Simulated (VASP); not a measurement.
A run of VASP 6.6.1 is set up as follows.

Contents of INCAR:

```
AGGAC = 1.0
AGGAX = 1.0
ALDAC = 0.0
ALDAX = 1.0
ALGO = Normal
EDIFF = 1E-7
EDIFFG = -0.01
ENCUT = 600
GGA = B5
IBRION = 2
ISIF = 3
ISMEAR = -1
KPAR = 4
LASPH = T
LCHARG = F
LREAL = F
LWAVE = F
NELM = 100
NSW = 60
PREC = Accurate
SIGMA = 0.05
```

KPOINTS

```
k-points
0
Gamma
  6 6 6
```

POSCAR

```
SiO2
1.0
   -2.6233364600      4.7767535050      4.4416747250
    2.6233364600     -4.7767535050      4.4416747250
    2.6233364600      4.7767535050     -4.4416747250
Si O
4 8
Direct
    0.2603409800      0.8449448900      0.4153960900
    0.0704512000      0.1550551100      0.9153960900
    0.7396590200      0.1550551100      0.5846039100
    0.9295488000      0.8449448900      0.0846039100
    0.5000000000      0.0000000000      0.5000000000
    0.0000000000      0.0000000000      0.0000000000
    0.7931754100      0.0000000000      0.2931754100
    0.2068245900      0.5000000000      0.2068245900
    0.2068245900      0.0000000000      0.7068245900
    0.7931754100      0.5000000000      0.7931754100
    0.8693111300      0.1193111300      0.7500000000
    0.1306888700      0.8806888700      0.2500000000
```

Potentials or basis: VASP PAW PBE potentials, release 64 (Si, O).

Command:

```console
$ cat potpaw_PBE.64/Si/POTCAR potpaw_PBE.64/O/POTCAR > POTCAR
$ mpirun -np 4 vasp_std > vasp.out
```

(1) Estimate the relaxed volume.

(2) Estimate the relaxed cell.

(3) What does it give for the band gap on the k mesh?

(4) Predict the space group after relaxing (to 0.1 Å).

Answers

(1) 19.21 Å³/atom.

(2) a = 7.111 Å, b = 7.111 Å, c = 7.111 Å, α = 136.15°, β = 94.48°, γ = 101.58°.

(3) 5.39 eV.

(4) Imma (No. 74).

Caveat: the PAW data sets were made with another functional, which shifts forces and pressure a little.
